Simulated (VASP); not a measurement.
Wanted: the native input for a VASP 6.6.1 run.

| Property | Result |
| --- | --- |
| Task | single point |
| Functional | PBE |
| Potentials or basis | VASP PAW PBE potentials, release 64 (Ti_sv, W_sv, N_h) |
| Cutoff | 1330 eV |
| k mesh | 18 × 18 × 8 |
| Occupations | gaussian, width 0.1 eV |
| Spin | no spin polarisation |
| Dipole correction | no |
| Further INCAR settings | ALGO = Normal; EDIFF = 1e-06; NBANDS = 26 |

The structure of TiWN2 lies in POSCAR:

```
TiWN2
1.0
    2.8689499000      0.0000000000      0.0000000000
   -1.4344749500      2.4845834956      0.0000000000
    0.0000000000      0.0000000000      5.6229639453
Ti W N
1 1 2
Direct
    0.3333333333      0.6666666667      0.5000000000
    0.3333333333      0.6666666667      0.0000000000
    0.0000000000      0.0000000000      0.7582345735
    0.0000000000      0.0000000000      0.2417654265
```

One way to write it, as run:

INCAR

```
PREC = Accurate
ENCUT = 1330
EDIFF = 1E-6
ISMEAR = 0
SIGMA = 0.1
LREAL = F
LASPH = T
NELM = 120
ALGO = Normal
ISIF = 2
LWAVE = F
LCHARG = F
GGA = PE
NBANDS = 26
GGA_COMPAT = F
```

KPOINTS

```
regular mesh
0
Gamma
  18 18 8
```

Potentials or basis: VASP PAW PBE potentials, release 64 (Ti_sv, W_sv, N_h).

Launch:

```sh
$ cat potpaw_PBE.64/Ti_sv/POTCAR potpaw_PBE.64/W_sv/POTCAR potpaw_PBE.64/N_h/POTCAR > POTCAR
$ mpirun -np 1 vasp_std > vasp.out
```

It gave:

The pressure is 1.0 GPa, the largest force is 0.060 eV/Å and the band gap on the k mesh is zero (bands 18 and 19 overlap by 0.80 eV).

Caveat: spin-orbit coupling is left out, which moves the levels of the heavy elements.

Wall time 12 min on 1 thread of Intel(R) Xeon(R) Platinum 8259CL CPU @ 2.50GHz (Skylake/Cascade Lake), with other jobs on the host, peak memory 0.89 GiB.
